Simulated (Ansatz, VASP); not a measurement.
Cu in VASP and in Ansatz

POSCAR

```
Cu
1.0
    0.0000000000      1.7881324402      1.7881324402
    1.7881324402      0.0000000000      1.7881324402
    1.7881324402      1.7881324402      0.0000000000
Cu
1
Direct
    0.0000000000      0.0000000000      0.0000000000
```

Contents of INCAR.step1:

```
SYSTEM = Cu
  PREC = Accurate
  ENCUT = 520
  ISMEAR = -1
  SIGMA = 0.2
  LREAL = .False.
  LASPH = .True.
  NELM = 60
  NBANDS = 12
  GGA = PE
  ALGO = Normal
  EDIFF = 1E-4
  LWAVE = .True.
  LCHARG = .False.
```

Contents of INCAR.step2:

```
SYSTEM = Cu
  PREC = Accurate
  ENCUT = 520
  EDIFF = 1E-6
  ISMEAR = -1
  SIGMA = 0.2
  LREAL = .False.
  LASPH = .True.
  NELM = 60
  ALGO = Normal
  ISIF = 2
  LWAVE = .False.
  LCHARG = .False.
  METAGGA = R2SCAN
  LMIXTAU = .True.
  NBANDS = 12
  ISTART = 1
```

File KPOINTS:

```
regular mesh
0
Gamma
  15 15 15
  0 0 0
```

Input for Ansatz:

```yaml
crystal:
  lattice:
    - [0.0, 1.7881324402, 1.7881324402]
    - [1.7881324402, 0.0, 1.7881324402]
    - [1.7881324402, 1.7881324402, 0.0]
  atoms:
    - { symbol: Cu, position: [0.0, 0.0, 0.0] }
hamiltonian:
  xc: r2scan
  pseudopotentials:
    kind: paw
    azcp:
      Cu: "pseudopotentials/Cu.paw.azcp"
basis:
  ecutwfc: 500
  fft_grid_basis: typed
kpoints:
  mp_grid: { grid: [15, 15, 15], shift: [0, 0, 0] }
magnetization:
  spin_polarized: false
scf:
  occupations: { method: fermi_dirac, width: 0.2 }
  lower_state_search: "off"
output:
  stress: true
```

Alike in both runs: task single point; functional r2SCAN; k mesh 15 × 15 × 15; occupations fermi-dirac, width 0.2 eV; no spin polarisation.

|  | VASP | Ansatz |
| --- | --- | --- |
| version | VASP 6.6.1 | Ansatz 0.2.0 |
| potentials or method | VASP PAW PBE potentials, release 64 (Cu), cutoff 520 eV | plane waves (500 eV) with PAW, scalar-relativistic |
| valence electrons in the cell | 11 | 19 |

|  | VASP | Ansatz | Ansatz less VASP |
| --- | --- | --- | --- |
| pressure (GPa) | 0.6 | 0.2 | -0.48 |

VASP's potentials were made for PBE, not for r2SCAN. The functional is the same, so the differences come from potentials, cutoffs and numerics. VASP's potentials hold 11 valence electrons a cell and Ansatz's 19, so a difference there can come from the potentials and not from the codes.
